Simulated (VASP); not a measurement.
# Sb (Pm-3m) in VASP: further runs, part 2 of 2

VASP 6.6.1. Earlier steps stand in the parts before.

## (5) Electric field gradients, PBE (volume scaled by 1.03)

INCAR reads:

```
SYSTEM = Sb
PREC = Accurate
ENCUT = 400
EDIFF = 1E-8
ISMEAR = -1
SIGMA = 0.05
LREAL = .FALSE.
LASPH = .TRUE.
NELM = 120
ALGO = Normal
ISIF = 2
LWAVE = .FALSE.
LCHARG = .FALSE.
GGA = PE
LEFG = .TRUE.
NBANDS = 8
GGA_COMPAT = .FALSE.
```

KPOINTS reads:

```
regular mesh
0
G
  13 13 13
  0 0 0
```

POSCAR reads:

```
Sb
1.0
    3.1912891636      0.0000000000      0.0000000000
    0.0000000000      3.1912891636      0.0000000000
    0.0000000000      0.0000000000      3.1912891636
Sb
1
Direct
    0.0000000000      0.0000000000      0.0000000000
```

Potentials or basis: VASP PAW PBE potentials, release 64 (Sb).

Started as:

```
> cat potpaw_PBE.64/Sb/POTCAR > POTCAR
> mpirun -np 1 vasp_std > vasp.out
```

OUTCAR:

```text
SYSTEM = Sb
   PREC = Accurate
   ENCUT = 400
   EDIFF = 1E-8
   ISMEAR = -1
   LREAL = .FALSE.
   LASPH = .TRUE.
   NELM = 120
   ISIF = 2
   GGA = PE

 ion  position               nearest neighbor table
   1  0.000  0.000  0.000-

  LATTYP: Found a simple cubic cell.
 ALAT       =     3.1912891636

  Lattice vectors:

 A1 = (   3.1912891636,   0.0000000000,   0.0000000000)
 A2 = (   0.0000000000,   3.1912891636,   0.0000000000)
 A3 = (   0.0000000000,   0.0000000000,   3.1912891636)

Analysis of symmetry for initial positions (statically):
=====================================================================
 Subroutine PRICEL returns:
 Original cell was already a primitive cell.

 Routine SETGRP: Setting up the symmetry group for a
 simple cubic supercell.

 Subroutine GETGRP returns: Found 48 space group operations
 (whereof 48 operations were pure point group operations)
 out of a pool of 48 trial point group operations.

The static configuration has the point symmetry O_h .

Analysis of symmetry for dynamics (positions and initial velocities):
=====================================================================
 Subroutine PRICEL returns:
 Original cell was already a primitive cell.

 Routine SETGRP: Setting up the symmetry group for a
 simple cubic supercell.

 Subroutine GETGRP returns: Found 48 space group operations
 (whereof 48 operations were pure point group operations)
 out of a pool of 48 trial point group operations.

The dynamic configuration has the point symmetry O_h .

 Subroutine INISYM returns: Found 48 space group operations
 (whereof 48 operations are pure point group operations),
[... 152 lines left out ...]
      2       9.1450      0.00000
      3       9.1450      0.00000
      4       9.1450      0.00000
      5      12.9392      0.00000
      6      12.9392      0.00000
      7      13.8487      0.00000
      8      23.2397      0.00000
[... 243 lines left out ...]
 k-point    24 :       0.3846    0.3077    0.0000
  band No.  band energies     occupation
      1      -2.8005      2.00000
      2       3.0204      2.00000
      3       4.7569      2.00000
      4      11.0762      0.00000
      5      11.6337      0.00000
      6      16.0931      0.00000
      7      18.7753      0.00000
      8      19.1920      0.00000

 [... further k-points ...]

------------------------ aborting loop because EDIFF is reached ----------------------------------------

  FORCE on cell =-STRESS in cart. coord.  units (eV):
  Direction    XX          YY          ZZ          XY          YZ          ZX
  --------------------------------------------------------------------------------------
  -------------------------------------------------------------------------------------
  Total       -0.7624982     -0.7624982     -0.7624982      0.0000000      0.0000000      0.0000000
  in kB      -37.5881495    -37.5881495    -37.5881495      0.0000000      0.0000000      0.0000000
  external PRESSURE =     -37.5881495 kB  Pullay stress =       0.0000000 kB

 VOLUME and BASIS-vectors are now :
 -----------------------------------------------------------------------------
  energy-cutoff  :      400.00
  volume of cell :       32.50
      direct lattice vectors                 reciprocal lattice vectors
     3.191289164  0.000000000  0.000000000     0.313352990  0.000000000  0.000000000
     0.000000000  3.191289164  0.000000000     0.000000000  0.313352990  0.000000000
     0.000000000  0.000000000  3.191289164     0.000000000  0.000000000  0.313352990

 POSITION                                       TOTAL-FORCE (eV/Angst)
 -----------------------------------------------------------------------------------
      0.00000      0.00000      0.00000         0.000000      0.000000      0.000000
 -----------------------------------------------------------------------------------
    total drift:                                0.000000      0.000000      0.000000

  FREE ENERGIE OF THE ION-ELECTRON SYSTEM (eV)
  ---------------------------------------------------
  free  energy   TOTEN  =        -4.0747854140 eV

  energy  without entropy=       -4.0716532989  energy(sigma->0) =       -4.07321936

 Electric field gradients (V/A^2)
---------------------------------------------------------------------
 ion       V_xx      V_yy      V_zz      V_xy      V_xz      V_yz
---------------------------------------------------------------------
   1       0.000    -0.000     0.000     0.000    -0.000    -0.000
---------------------------------------------------------------------

 Electric field gradients after diagonalization (V/A^2)
 (convention: |V_zz| > |V_xx| > |V_yy|)
----------------------------------------------------------------------
 ion       V_xx      V_yy      V_zz     asymmetry (V_yy - V_xx)/ V_zz
----------------------------------------------------------------------
   1       0.000    -0.000     0.000      -0.393
----------------------------------------------------------------------

           NMR quadrupolar parameters

 Cq : quadrupolar parameter    Cq=e*Q*V_zz/h
 eta: asymmetry parameters     (V_yy - V_xx)/ V_zz
 Q  : nuclear electric quadrupole moment in mb (millibarn)
----------------------------------------------------------------------
 ion       Cq(MHz)       eta       Q (mb)
----------------------------------------------------------------------
   1       0.000      -0.393       1.000
----------------------------------------------------------------------
```

OSZICAR:

```text
N       E                     dE             d eps       ncg     rms          rms(c)
DAV:   1     0.386320090667E+01    0.38632E+01   -0.13943E+03  1344   0.317E+02
DAV:   2    -0.397128783259E+01   -0.78345E+01   -0.74481E+01  1928   0.471E+01
DAV:   3    -0.406966082414E+01   -0.98373E-01   -0.98291E-01  1504   0.600E+00
DAV:   4    -0.407013153064E+01   -0.47071E-03   -0.47070E-03  2152   0.502E-01
DAV:   5    -0.407013322719E+01   -0.16966E-05   -0.16965E-05  1672   0.180E-02    0.167E+00
DAV:   6    -0.407282165461E+01   -0.26884E-02   -0.13800E-03  1728   0.216E-01    0.980E-01
DAV:   7    -0.407472719725E+01   -0.19055E-02   -0.31672E-03  1504   0.324E-01    0.807E-02
DAV:   8    -0.407478171725E+01   -0.54520E-04   -0.10007E-04  1736   0.663E-02    0.811E-03
DAV:   9    -0.407478504761E+01   -0.33304E-05   -0.26721E-06  1904   0.103E-02    0.236E-03
DAV:  10    -0.407478530379E+01   -0.25618E-06   -0.11851E-06  1608   0.560E-03    0.370E-04
DAV:  11    -0.407478536035E+01   -0.56554E-07   -0.13500E-08  1760   0.710E-04    0.175E-04
DAV:  12    -0.407478539684E+01   -0.36493E-07   -0.84847E-09  1688   0.523E-04    0.187E-04
DAV:  13    -0.407478541912E+01   -0.22275E-07   -0.11701E-10   856   0.678E-05    0.430E-05
DAV:  14    -0.407478541405E+01    0.50701E-08   -0.79633E-12   840   0.208E-05
   1 F= -.40747854E+01 E0= -.40732194E+01  d E =-.313212E-02
```

Run time: 18 s. Hardware: 1 thread of Intel Xeon 8259CL, shared host; peak memory 0.14 GiB.

What came out:

| Item | Value |
| --- | --- |
| Free energy | -4.0748 eV |
| Pressure | -3.8 GPa |

Caveat: without QUAD_EFG the Cq values of the log hold for a quadrupole moment of 1 mb, not for the nuclei; spin-orbit coupling is left out, which moves the levels of the heavy elements.

## (6) Overview

| cell | cutoff (eV) | gap on the mesh (eV) | pressure (GPa) |
| --- | --- | --- | --- |
| a = 3.181 Å, 1 atom | 520 | none | -3.4 |
| a = 3.222 Å, 1 atom | 520 | none | -4.8 |
| a = 3.202 Å, 1 atom | 520 | none | -4.1 |
| a = 3.191 Å, 1 atom | 400 | none | -3.8 |

Alike in all rows: task electric field gradients; level PBE; potentials or basis VASP PAW PBE potentials, release 64 (Sb); no spin polarisation; k mesh 13 × 13 × 13; smearing fermi-dirac 0.05 eV.

Caveats: spin-orbit coupling is left out, which moves the levels of the heavy elements.

Total energies depend on the potentials used, so only differences within one code and one set of settings carry meaning.
